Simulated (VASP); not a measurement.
Here is a VASP 6.6.1 calculation.

File INCAR:

```
ALGO     = Normal         # electronic algorithm
EDIFF    = 1E-6           # SCF threshold, eV
ENCUT    = 520            # plane-wave cutoff, eV
GGA      = PE             # functional
ISIF     = 2              # what is computed and relaxed
ISMEAR   = 0              # smearing method
LASPH    = True           # aspherical terms in the spheres
LCHARG   = False          # write CHGCAR
LREAL    = False          # projectors in reciprocal space
LWAVE    = False          # write WAVECAR
NBANDS   = 47             # bands
NELM     = 80             # most SCF steps
PREC     = Accurate       # precision mode
SIGMA    = 0.1            # smearing width, eV
```

File KPOINTS:

```
k-points
0
Gamma
  6 6 4
```

POSCAR

```
Lu2NF3
1.0
    3.9047333855      0.0000000000      0.0000000000
    0.0000000000      3.9047333855      0.0000000000
    0.0000000000      0.0000000000      5.5480181395
Lu N F
2 1 3
Direct
    0.5000000000      0.0000000000      0.8025278512
    0.0000000000      0.5000000000      0.1974721488
    0.5000000000      0.5000000000      0.0000000000
    0.5000000000      0.0000000000      0.4172922203
    0.0000000000      0.5000000000      0.5827077797
    0.0000000000      0.0000000000      0.0000000000
```

Potentials or basis: VASP PAW PBE potentials, release 64 (Lu, N, F).

The run is started by

```sh
$ cat potpaw_PBE.64/Lu/POTCAR potpaw_PBE.64/N/POTCAR potpaw_PBE.64/F/POTCAR > POTCAR
$ mpirun -np 1 vasp_std > vasp.out
```

Task: Estimate the largest force.

Result: 0.106 eV/Å.

Task: Estimate the pressure.

Result: 0.9 GPa.

Stress tensor (GPa, compression positive):
```
0.64 0.00 0.00
0.00 0.64 0.00
0.00 0.00 1.28
```
